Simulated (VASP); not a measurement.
# PbSe (Fm-3m) in VASP: further runs

PbSe is run at these levels: r2SCAN+rVV10; tasks: single point, relaxation of cell and atoms.

Everything below comes from runs of VASP 6.6.1. Logs are shortened: lines on timing, memory, paths and dates and some standing lists are left out, and cuts for length are marked.

## (1) The cell of the first run

The structure is cubic, space group Fm-3m (No. 225). The conventional cell has a = 6.320 Å, b = 6.320 Å, c = 6.320 Å, α = 90.00°, β = 90.00°, γ = 90.00°. Pb (site symmetry m-3m) has 6 Se at 3.16 Å within 4.2 Å. Within 4.2 Å of Se (site symmetry m-3m) lie 6 Pb at 3.16 Å.

## (2) Single point, r2SCAN+rVV10 (31.55 Å³/atom)

POSCAR

```
PbSe
1.0
    0.0000000000      3.1598716183      3.1598716183
    3.1598716183      0.0000000000      3.1598716183
    3.1598716183      3.1598716183      0.0000000000
Pb Se
1 1
Direct
    0.0000000000      0.0000000000      0.0000000000
    0.5000000000      0.5000000000      0.5000000000
```

INCAR.step1

```
SYSTEM = PbSe
  PREC = Accurate
  ENCUT = 550
  ISMEAR = 0
  SIGMA = 0.02
  LREAL = .FALSE.
  LASPH = .TRUE.
  NELM = 120
  NBANDS = 17
  GGA = PE
  ALGO = Normal
  EDIFF = 1E-5
  LWAVE = .TRUE.
  LCHARG = .FALSE.
  GGA_COMPAT = .FALSE.
```

INCAR.step2

```
SYSTEM = PbSe
  PREC = Accurate
  ENCUT = 550
  EDIFF = 1E-6
  ISMEAR = 0
  SIGMA = 0.02
  LREAL = .FALSE.
  LASPH = .TRUE.
  NELM = 120
  ALGO = Normal
  ISIF = 2
  LWAVE = .FALSE.
  LCHARG = .TRUE.
  METAGGA = R2SCAN
  LMIXTAU = .TRUE.
  LUSE_VDW = .TRUE.
  IVDW_NL = 2
  BPARAM = 11.95
  CPARAM = 0.0093
  LELF = .TRUE.
  LVHAR = .TRUE.
  NBANDS = 17
  ISTART = 1
  GGA_COMPAT = .FALSE.
```

KPOINTS

```
Automatic mesh
0
G
  10 10 10
  0 0 0
```

Potentials or basis: VASP PAW PBE potentials, release 64 (Pb_d, Se).

Launch:

```sh
$ cat potpaw_PBE.64/Pb_d/POTCAR potpaw_PBE.64/Se/POTCAR > POTCAR
$ cp INCAR.step1 INCAR
$ mpirun -np 1 vasp_std > vasp.out
$ cp INCAR.step2 INCAR
$ mpirun -np 1 vasp_std > vasp.out
```

OUTCAR:

```text
SYSTEM = PbSe
   PREC = Accurate
   ENCUT = 550
   EDIFF = 1E-6
   ISMEAR = 0
   LREAL = .FALSE.
   LASPH = .TRUE.
   NELM = 120
   ISIF = 2
   METAGGA = R2SCAN
   IVDW_NL = 2
   BPARAM = 11.95
   ISTART = 1

 ion  position               nearest neighbor table
   1  0.000  0.000  0.000-   2 3.16   2 3.16   2 3.16   2 3.16   2 3.16   2 3.16
   2  0.500  0.500  0.500-   1 3.16   1 3.16   1 3.16   1 3.16   1 3.16   1 3.16

  LATTYP: Found a face centered cubic cell.
 ALAT       =     6.3197432366

  Lattice vectors:

 A1 = (   0.0000000000,   3.1598716183,   3.1598716183)
 A2 = (   3.1598716183,   0.0000000000,   3.1598716183)
 A3 = (   3.1598716183,   3.1598716183,   0.0000000000)

Analysis of symmetry for initial positions (statically):
=====================================================================
 Subroutine PRICEL returns:
 Original cell was already a primitive cell.

 Routine SETGRP: Setting up the symmetry group for a
 face centered cubic supercell.

 Subroutine GETGRP returns: Found 48 space group operations
 (whereof 48 operations were pure point group operations)
 out of a pool of 48 trial point group operations.

The static configuration has the point symmetry O_h .

Analysis of symmetry for dynamics (positions and initial velocities):
=====================================================================
 Subroutine PRICEL returns:
 Original cell was already a primitive cell.

 Routine SETGRP: Setting up the symmetry group for a
 face centered cubic supercell.

 Subroutine GETGRP returns: Found 48 space group operations
 (whereof 48 operations were pure point group operations)
 out of a pool of 48 trial point group operations.

The dynamic configuration has the point symmetry O_h .

 Subroutine INISYM returns: Found 48 space group operations
 (whereof 48 operations are pure point group operations),
 and found     1 'primitive' translations

----------------------------------------------------------------------------------------

                                     Primitive cell

  volume of cell :      63.1013

  direct lattice vectors                    reciprocal lattice vectors
     0.000000000  3.159871618  3.159871618    -0.158234277  0.158234277  0.158234277
     3.159871618  0.000000000  3.159871618     0.158234277 -0.158234277  0.158234277
     3.159871618  3.159871618  0.000000000     0.158234277  0.158234277 -0.158234277

  length of vectors
     4.468733298  4.468733298  4.468733298     0.274069807  0.274069807  0.274069807

  position of ions in fractional coordinates (direct lattice)
     0.000000000  0.000000000  0.000000000
     0.500000000  0.500000000  0.500000000

  ion indices of the primitive-cell ions
   primitive index   ion index
                 1           1
                 2           2

----------------------------------------------------------------------------------------

 KPOINTS: Automatic mesh

Automatic generation of k-mesh.
 Grid dimensions read from file:
 generate k-points for:   10   10   10

 Generating k-lattice:

  Cartesian coordinates                     Fractional coordinates (reciprocal lattice)
    -0.015823428  0.015823428  0.015823428     0.100000000  0.000000000  0.000000000
     0.015823428 -0.015823428  0.015823428     0.000000000  0.100000000  0.000000000
     0.015823428  0.015823428 -0.015823428     0.000000000  0.000000000  0.100000000

  Length of vectors
     0.027406981  0.027406981  0.027406981

  Shift w.r.t. Gamma in fractional coordinates (k-lattice)
     0.000000000  0.000000000  0.000000000

 Subroutine IBZKPT returns following result:
 ===========================================

 Found     47 irreducible k-points:

 Following reciprocal coordinates:
            Coordinates               Weight
  0.000000  0.000000  0.000000      1.000000
  0.100000  0.000000  0.000000      8.000000
  0.200000  0.000000  0.000000      8.000000
  0.300000  0.000000  0.000000      8.000000
  0.400000  0.000000  0.000000      8.000000
  0.500000  0.000000  0.000000      4.000000
[... 16 lines left out ...]
  0.300000  0.300000  0.000000      6.000000
  0.400000  0.300000  0.000000     24.000000
 [... further k-points ...]
   k-points           NKPTS =     47   k-points in BZ     NKDIM =     47   number of bands    NBANDS=     17
   number of dos      NEDOS =    301   number of ions     NIONS =      2
   total plane-waves  NPLWV =  46656
   dimension x,y,z NGX =    36 NGY =   36 NGZ =   36
   dimension x,y,z NGXF=    72 NGYF=   72 NGZF=   72
   ions per type =               1   1
   NGX,Y,Z   is equivalent  to a cutoff of  13.39, 13.39, 13.39 a.u.
   NGXF,Y,Z  is equivalent  to a cutoff of  26.79, 26.79, 26.79 a.u.
 SYSTEM =  PbSe
   PREC   = accura    normal or accurate (medium, high low for compatibility)
   ISTART =      1    job   : 0-new  1-cont  2-samecut
   ICHARG =      0    charge: 1-file 2-atom 10-const
   ISPIN  =      1    spin polarized calculation?
   LNONCOLLINEAR =      F non collinear calculations
   LSORBIT =      F    spin-orbit coupling
   LASPH  =      T    aspherical Exc in radial PAW
   ENCUT  =  550.0 eV  40.42 Ry    6.36 a.u.   8.55  8.55  8.55*2*pi/ulx,y,z
   NELM   =    120;   NELMIN=  2; NELMDL=  0     # of ELM steps
   EDIFF  = 0.1E-05   stopping-criterion for ELM
   LREAL  =      F    real-space projection
   EDIFFG = 0.1E-04   stopping-criterion for IOM
   NSW    =      0    number of steps for IOM
   IBRION =     -1    ionic relax: 0-MD 1-quasi-New 2-CG
   NFREE  =      0    steps in history (QN), initial steepest desc. (CG)
   ISIF   =      2    stress and relaxation
   ISYM   =      2    0-nonsym 1-usesym 2-fastsym
   POTIM  = 0.5000    time-step for ionic-motion
   TEBEG  =    0.0;   TEEND  =   0.0 temperature during run
   PSTRESS=    0.0 pullay stress
   NELECT =      20.0000    total number of electrons
   NUPDOWN=      -1.0000    fix difference up-down
   EMIN   =  10.00;   EMAX   =-10.00  energy-range for DOS
   EFERMI =   0.00;   METHOD = LEGACY
   ISMEAR =     0;   SIGMA  =   0.02  broadening in eV -4-tet -1-fermi 0-gaus
   EFERMI_NEDOS =   21; number of points for ismear=-14 and -15
   IALGO  =     38    algorithm
   IMIX   =      4    mixing-type and parameters
     AMIX     =   0.40;   BMIX     =  1.00
     AMIX_MAG =   1.60;   BMIX_MAG =  1.00
  volume/ion in A,a.u.               =      31.55       212.91
  Fermi-wavevector in a.u.,A,eV,Ry     =   1.116192  2.109296 16.951275  1.245884
  Thomas-Fermi vector in A             =   2.252803
   LORBIT       =      0    0 simple, 1 ext, 2 COOP (PROOUT), +10 PAW based schemes
   METAGGA = R2SCAN    functional components
   LHFCALC =     F    Hartree Fock is set to
   AEXX    =    0.0000 exact exchange contribution
   IVDW_NL    =     2    kernel type
   BPARAM     =11.9500
   IVDW    =     0    specifies the selected vdW correction
   LEPSILON=     F    determine dielectric tensor
   LRPA    =     F    only Hartree local field effects (RPA)
 non-spin polarized calculation
 Gauss-broadening in eV      SIGMA  =   0.02
  energy-cutoff  :      550.00
  volume of cell :       63.10
 maximum number of plane-waves:      1868
 NGX is ok and might be reduce to    36
   NGX = 17   NGY = 17   NGZ = 17

 number of electron      19.9999998 magnetization

 Free energy of the ion-electron system (eV)
  ---------------------------------------------------
  ext. energy  EPLUGINS =         0.00000000
  ---------------------------------------------------
  free energy    TOTEN  =       -71.35196142 eV

  energy without entropy =      -71.35196142  energy(sigma->0) =      -71.35196142

 E-fermi :   3.8044     XC(G=0):  -9.6568

 val. band max:        3.6886662081   @ k =   0.5000   0.0000   0.0000
 cond. band min:       4.5149093801   @ k =   0.5000   0.0000   0.0000
 fundamental gap:      0.8262431720
 Fermi energy:         3.8043671080

 k-point     1 :       0.0000    0.0000    0.0000
  band No.  band energies     occupation
      1     -13.5475      2.00000
      2     -13.5475      2.00000
      3     -13.5475      2.00000
      4     -13.5400      2.00000
      5     -13.5400      2.00000
      6      -9.6008      2.00000
[... 9 lines left out ...]
     16      10.8681      0.00000
     17      12.0438      0.00000

 k-point     2 :       0.1000    0.0000    0.0000
  band No.  band energies     occupation
      1     -13.5472      2.00000
      2     -13.5464      2.00000
      3     -13.5464      2.00000
      4     -13.5406      2.00000
      5     -13.5406      2.00000
      6      -9.5345      2.00000
[... 9 lines left out ...]
     16      11.0802      0.00000
     17      12.7823      0.00000

 k-point     3 :       0.2000    0.0000    0.0000
  band No.  band energies     occupation
      1     -13.5479      2.00000
      2     -13.5479      2.00000
      3     -13.5463      2.00000
      4     -13.5376      2.00000
      5     -13.5376      2.00000
      6      -9.3476      2.00000
[... 9 lines left out ...]
     16      11.6417      0.00000
     17      14.2109      0.00000

 k-point     4 :       0.3000    0.0000    0.0000
  band No.  band energies     occupation
      1     -13.5526      2.00000
      2     -13.5526      2.00000
      3     -13.5454      2.00000
      4     -13.5312      2.00000
      5     -13.5312      2.00000
      6      -9.0817      2.00000
[... 9 lines left out ...]
     16      12.5032      0.00000
     17      15.4746      0.00000
[... 343 lines left out ...]
      1     -13.5561      2.00000
      2     -13.5504      2.00000
      3     -13.5436      2.00000
      4     -13.5364      2.00000
      5     -13.5302      2.00000
      6      -8.9898      2.00000
[... 9 lines left out ...]
     16      13.5787      0.00000
     17      14.3408      0.00000

 k-point    23 :       0.3000    0.3000    0.0000
  band No.  band energies     occupation
      1     -13.5856      2.00000
      2     -13.5552      2.00000
      3     -13.5314      2.00000
      4     -13.5279      2.00000
      5     -13.5279      2.00000
      6      -8.9041      2.00000
[... 9 lines left out ...]
     16      14.2350      0.00000
     17      14.7163      0.00000

 k-point    24 :       0.4000    0.3000    0.0000
  band No.  band energies     occupation
      1     -13.5967      2.00000
      2     -13.5550      2.00000
      3     -13.5329      2.00000
      4     -13.5246      2.00000
      5     -13.5224      2.00000
      6      -8.7085      2.00000
[... 9 lines left out ...]
     16      14.9178      0.00000
     17      15.5906      0.00000

 [... further k-points ...]

------------------------ aborting loop because EDIFF is reached ----------------------------------------

  FORCE on cell =-STRESS in cart. coord.  units (eV):
  Direction    XX          YY          ZZ          XY          YZ          ZX
  --------------------------------------------------------------------------------------
  -------------------------------------------------------------------------------------
  Total       -1.4708699     -1.4708699     -1.4708699     -0.0000000      0.0000000     -0.0000000
  in kB      -37.3462087    -37.3462087    -37.3462087     -0.0000000      0.0000000     -0.0000000
  external PRESSURE =     -37.3462087 kB  Pullay stress =       0.0000000 kB

 VOLUME and BASIS-vectors are now :
 -----------------------------------------------------------------------------
  energy-cutoff  :      550.00
  volume of cell :       63.10
      direct lattice vectors                 reciprocal lattice vectors
     0.000000000  3.159871618  3.159871618    -0.158234277  0.158234277  0.158234277
     3.159871618  0.000000000  3.159871618     0.158234277 -0.158234277  0.158234277
     3.159871618  3.159871618  0.000000000     0.158234277  0.158234277 -0.158234277

 POSITION                                       TOTAL-FORCE (eV/Angst)
 -----------------------------------------------------------------------------------
      0.00000      0.00000      0.00000         0.000000      0.000000      0.000000
      3.15987      3.15987      3.15987        -0.000000     -0.000000     -0.000000
 -----------------------------------------------------------------------------------
    total drift:                                0.000000      0.000000      0.000000

  FREE ENERGIE OF THE ION-ELECTRON SYSTEM (eV)
  ---------------------------------------------------
  free  energy   TOTEN  =       -71.3519614231 eV

  energy  without entropy=      -71.3519614231  energy(sigma->0) =      -71.35196142
```

Run time: 2 min. Hardware: 1 thread of Intel Xeon 6975P-C (Granite Rapids), shared host; peak memory 0.42 GiB.

What came out:

* Free energy: -71.3520 eV
* Pressure: -3.7 GPa
* Band gap on the k mesh: 0.83 eV

Caveat: the cell stands under tension; the PAW data sets were made with another functional, which shifts forces and pressure a little; spin-orbit coupling is left out, which moves the levels of the heavy elements. A k mesh can miss the band edges.

(Continued in part 2 of 2.)
